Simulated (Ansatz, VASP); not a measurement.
I in VASP and in Ansatz

```
CELL_PARAMETERS angstrom
3.46958 0.00000 0.00000
0.00000 3.46958 0.00000
0.00000 0.00000 3.46958
ATOMIC_POSITIONS crystal
I 0.00000 0.00000 0.00000
```

Alike in both runs: task single point; functional PBE; k mesh 11 × 11 × 11; occupations fermi-dirac, width 0.1 eV; no spin polarisation.

```csv
,VASP,Ansatz
version,VASP 6.6.1,Ansatz 0.2.0
potentials or method,"VASP PAW PBE potentials, release 64 (I), cutoff 520 eV","all-electron LAPW, scalar-relativistic"
```

|  | VASP | Ansatz | Ansatz less VASP |
| --- | --- | --- | --- |
| pressure (GPa) | 0.0 | 0.0 | +0.02 |

Ansatz ran all-electron here, and VASP with PAW potentials.

Spin-orbit coupling is off throughout.
